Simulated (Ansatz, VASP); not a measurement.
WSe2: VASP beside Ansatz

The input INCAR:

```
  PREC = Accurate
  ENCUT = 520
  EDIFF = 1E-6
  ISMEAR = 0
  SIGMA = 0.05
  LREAL = False
  LASPH = True
  NELM = 60
  ALGO = Normal
  ISIF = 2
  LWAVE = False
  LCHARG = False
  GGA = PS
  NBANDS = 20
```

KPOINTS

```
regular mesh
0
Gamma
  12 12 2
```

POSCAR

```
WSe2
1.0
    3.2702526784      0.0000000000      0.0000000000
   -1.6351263392      2.8321218963      0.0000000000
    0.0000000000      0.0000000000     16.4112988180
W Se
1 2
Direct
    0.0000000000      0.0000000000      0.0000000000
    0.3333333333      0.6666666667      0.1003992715
    0.3333333333      0.6666666667      0.8996007285
```

Input for Ansatz:

```yaml
crystal:
  lattice:
    - [3.2702526784, 0.0, 0.0]
    - [-1.6351263392, 2.8321218963, 0.0]
    - [0.0, 0.0, 16.411298818]
  atoms:
    - { symbol: W, position: [0.0, 0.0, 0.0] }
    - { symbol: Se, position: [0.3333333333, 0.6666666667, 0.1003992715] }
    - { symbol: Se, position: [0.3333333333, 0.6666666667, 0.8996007285] }
basis:
  ecutwfc: 420
kpoints:
  mp_grid: { grid: [12, 12, 2] }
hamiltonian:
  xc: pbesol
scf:
  occupations: { method: gaussian, width: 0.05 }
output:
  forces: true
  stress: true
  eigenvalues: true
```

Change from the starting cell: strain +0.000 along x and y, -0.015 along z, atoms carried along.

Alike in both runs: task single point; functional PBEsol; k mesh 12 × 12 × 2; occupations gaussian, width 0.05 eV; no spin polarisation.

|  | VASP | Ansatz |
| --- | --- | --- |
| version | VASP 6.6.1 | Ansatz 0.2.0 |
| potentials or method | VASP PAW PBE potentials, release 64 (W_sv, Se), cutoff 520 eV | scalar-relativistic, plane waves, PAW |
| valence electrons in the cell | 26 | 46 |

```tsv
	VASP	Ansatz	Ansatz less VASP
gap on the k mesh at the Fermi level (eV)	1.63	1.64	+0.004
least direct gap on the mesh (eV)	1.63	1.64	+0.004
rms of the force components (eV/Å)	0.249	0.218	-0.0311
```

VASP's potentials were made for PBE, not for PBEsol. Atom by atom the forces differ by 0.031 eV/Å (rms over components). VASP's potentials hold 26 valence electrons a cell and Ansatz's 46, so a difference there can come from the potentials and not from the codes.

Spin-orbit coupling is off throughout.
